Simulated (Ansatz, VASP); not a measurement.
# YbSe2: VASP beside Ansatz

File INCAR:

```
PREC     = Accurate       # precision mode
ENCUT    = 520            # plane-wave cutoff, eV
EDIFF    = 1E-6           # SCF threshold, eV
ISMEAR   = 0              # smearing method
SIGMA    = 0.05           # smearing width, eV
LREAL    = F              # projectors in reciprocal space
LASPH    = T              # aspherical terms in the spheres
NELM     = 150            # most SCF steps
ALGO     = Normal         # electronic algorithm
ISIF     = 2              # what is computed and relaxed
LWAVE    = F              # write WAVECAR
LCHARG   = T              # write CHGCAR
ISPIN    = 2              # spin polarisation
MAGMOM   = 1 0 0          # initial moments
LORBIT   = 11             # projections on sites
LMAXMIX  = 6              # l up to which the mixer works
GGA      = PE             # functional
LELF     = T              # ELF
LVHAR    = T            
NBANDS   = 29             # bands
```

Contents of KPOINTS:

```
Automatic mesh
0
Gamma
  8 8 8
```

The input POSCAR:

```
YbSe2
1.0
    2.4079800550      1.3902479330      3.9325804517
   -2.4079800550      1.3902479330      3.9325804517
    0.0000000000     -2.7804958660      3.9325804517
Yb Se
1 2
Direct
    0.0000000000      0.0000000000      0.0000000000
    0.2500092680      0.2500092680      0.2500092680
    0.7499907320      0.7499907320      0.7499907320
```

Input for Ansatz:

```yaml
crystal:
  lattice:
    - [2.407980055037, 1.390247932979, 3.9325804517]
    - [-2.407980055037, 1.390247932979, 3.9325804517]
    - [0.0, -2.780495865957, 3.9325804517]
  atoms:
    - { symbol: Yb, position: [0.0, 0.0, 0.0], spin: 1.0 }
    - { symbol: Se, position: [0.250009268, 0.250009268, 0.250009268] }
    - { symbol: Se, position: [0.749990732, 0.749990732, 0.749990732] }
basis:
  ecutwfc: 420
  ecutrho_ratio: 4
  precision: f64
kpoints:
  mp_grid: { grid: [8, 8, 8] }
hamiltonian:
  xc: pbe
scf:
  occupations: { method: gaussian, width: 0.05 }
  mixing: { preconditioner: kerker_dos }
  eigensolver: { kind: davidson }
output:
  forces: true
  stress: true
magnetization:
  spin_polarized: true
```

Alike in both runs: task single point; functional PBE; k mesh 8 × 8 × 8; occupations gaussian, width 0.05 eV; collinear spin.

|  | VASP | Ansatz |
| --- | --- | --- |
| version | VASP 6.6.1 | Ansatz 0.2.0 |
| potentials or method | VASP PAW PBE potentials, release 64 (Yb, Se), cutoff 520 eV | scalar-relativistic, plane waves, PAW |
| valence electrons in the cell | 36 | 56 |

|  | VASP | Ansatz | Ansatz less VASP |
| --- | --- | --- | --- |
| pressure (GPa) | -0.3 | 0.0 | +0.32 |
| net moment per atom (μB) | 0.00 | 0.00 | 0.000 |

VASP's potentials hold 36 valence electrons a cell and Ansatz's 56, so a difference there can come from the potentials and not from the codes. Ansatz's warnings: given moment on shells, seeded moment not kept.

Neither program's run includes spin-orbit coupling.
